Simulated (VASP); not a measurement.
A run of VASP 6.6.1 is set up as follows.

File INCAR:

```
ALGO = Normal ; EDIFF = 1E-6
ENCUT = 520 ; GGA = PS
ISIF = 2 ; ISMEAR = 0
LASPH = T ; LCHARG = T
LELF = T ; LREAL = F
LVHAR = T ; LWAVE = F
NBANDS = 16 ; NELM = 100
PREC = Accurate ; SIGMA = 0.05
```

Contents of KPOINTS:

```
k-points
0
Gamma
  10 10 10
```

File POSCAR:

```
GaP
1.0
    0.0000000000      2.6948795746      2.7679535482
    2.7679535482      0.0000000000      2.7679535482
    2.7679535482      2.6948795746      0.0000000000
Ga P
1 1
Direct
    0.0000000000      0.0000000000      0.0000000000
    0.7500000000      0.7500000000      0.7500000000
```

Potentials or basis: VASP PAW PBE potentials, release 64 (Ga_d, P).

Command:

```bash
$ cat potpaw_PBE.64/Ga_d/POTCAR potpaw_PBE.64/P/POTCAR > POTCAR
$ mpirun -np 1 vasp_std > vasp.out
```

Question: Estimate the band gap on the k mesh.

Answer: 1.26 eV, indirect (least direct gap 1.49 eV).

Question: Estimate the pressure.

Answer: -2.2 GPa.

Stress tensor (GPa, compression positive):
```
-2.85  0.00  0.00
 0.00 -0.95  0.00
 0.00  0.00 -2.85
```

Caveat: the PAW data sets were made with another functional, which shifts forces and pressure a little. A k mesh can miss the band edges.
